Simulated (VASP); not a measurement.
The system is AgCl.

```
Ag Cl
1.0
     0.00000    2.77266    2.77266
     2.77266    0.00000    2.77266
     2.77266    2.77266    0.00000
Ag Cl
1 1
Direct
  0.00000 0.00000 0.00000
  0.50000 0.50000 0.50000
```

Base run:

| Item | Value |
| --- | --- |
| Program | VASP 6.6.1 |
| Functional | PBE |
| Potentials or basis | VASP PAW PBE potentials, release 64 (Ag, Cl) |
| Cutoff | 500 eV |
| k mesh | 4 × 4 × 4, shifted |
| Occupations | gaussian, width 0.1 eV |
| Spin | no spin polarisation |

Its results: band gap on the k mesh 1.84 eV, indirect (least direct gap 3.18 eV); pressure 1.5 GPa.

Problem. After a change of settings the same cell gave: band gap on the k mesh 1.13 eV, indirect (least direct gap 2.87 eV); pressure 7.7 GPa. Which change was it?
A. k mesh from 4 × 4 × 4, shifted to 4 × 1 × 1; hubbard terms from none to Ag d U = 6.8 eV
B. cutoff from 500 eV to 520 eV; k mesh from 4 × 4 × 4, shifted to 1 × 1 × 1, shifted; further incar settings from ALGO = Normal; EDIFF = 1e-06; NBANDS = 16; ISYM = 0 to ALGO = Normal; EDIFF = 1e-06; NBANDS = 16
C. k mesh from 4 × 4 × 4, shifted to 2 × 1 × 2; hubbard terms from none to Ag d U = 1.7 eV
D. cutoff from 500 eV to 520 eV; k mesh from 4 × 4 × 4, shifted to 4 × 4 × 4; further incar settings from ALGO = Normal; EDIFF = 1e-06; NBANDS = 16; ISYM = 0 to ALGO = Normal; EDIFF = 1e-06; NBANDS = 16

Solution. C.

Caveats: some runs use coarse meshes.
